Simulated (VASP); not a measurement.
Input of a VASP 6.6.1 run:

The input POSCAR:

```
Ge
1.0
    3.9956626301      0.0000000000      0.0000000000
   -1.9978313150      3.4603453426      0.0000000000
    0.0000000000      0.0000000000     10.8447818813
Ge
4
Direct
    0.6666666667      0.3333333333      0.4148480000
    0.3333333333      0.6666666667      0.9148480000
    0.0000000000      0.0000000000      0.4774520000
    0.0000000000      0.0000000000      0.9774520000
```

The input INCAR.step1:

```
SYSTEM = Ge
ALGO     = Normal         ! electronic algorithm
EDIFF    = 1E-4           ! SCF threshold, eV
ENCUT    = 520            ! plane-wave cutoff, eV
GGA      = PE             ! functional
ISMEAR   = -1             ! smearing method
LASPH    = .True.         ! aspherical terms in the spheres
LCHARG   = .False.        ! write CHGCAR
LREAL    = .False.        ! projectors in reciprocal space
LWAVE    = .True.         ! write WAVECAR
NBANDS   = 36             ! bands
NELM     = 60             ! most SCF steps
PREC     = Accurate       ! precision mode
SIGMA    = 0.05           ! smearing width, eV
```

Contents of INCAR.step2:

```
SYSTEM = Ge
ALGO     = Normal         ! electronic algorithm
EDIFF    = 1E-6           ! SCF threshold, eV
ENCUT    = 520            ! plane-wave cutoff, eV
ISIF     = 2              ! what is computed and relaxed
ISMEAR   = -1             ! smearing method
ISTART   = 1            
LASPH    = .True.         ! aspherical terms in the spheres
LCHARG   = .False.        ! write CHGCAR
LMIXTAU  = .True.       
LREAL    = .False.        ! projectors in reciprocal space
LWAVE    = .False.        ! write WAVECAR
METAGGA  = R2SCAN         ! meta-GGA
NBANDS   = 36             ! bands
NELM     = 60             ! most SCF steps
PREC     = Accurate       ! precision mode
SIGMA    = 0.05           ! smearing width, eV
```

KPOINTS

```
k-points
0
Gamma
  6 6 2
  0 0 0
```

Potentials or basis: VASP PAW PBE potentials, release 64 (Ge_d).

Launch:

```console
$ cat potpaw_PBE.64/Ge_d/POTCAR > POTCAR
$ cp INCAR.step1 INCAR
$ mpirun -np 1 vasp_std > vasp.out
$ cp INCAR.step2 INCAR
$ mpirun -np 1 vasp_std > vasp.out
```

Question: Estimate the band gap on the k mesh.

Answer: Zero (filled and empty bands overlap).

Question: What does it give for the pressure?

Answer: -0.5 GPa.

Forces on the atoms (eV/Å):
```
Ge   0.000  0.000  0.153
Ge   0.000  0.000  0.153
Ge   0.000  0.000 -0.153
Ge   0.000  0.000 -0.153
```

Caveat: the PAW data sets were made with another functional, which shifts forces and pressure a little.
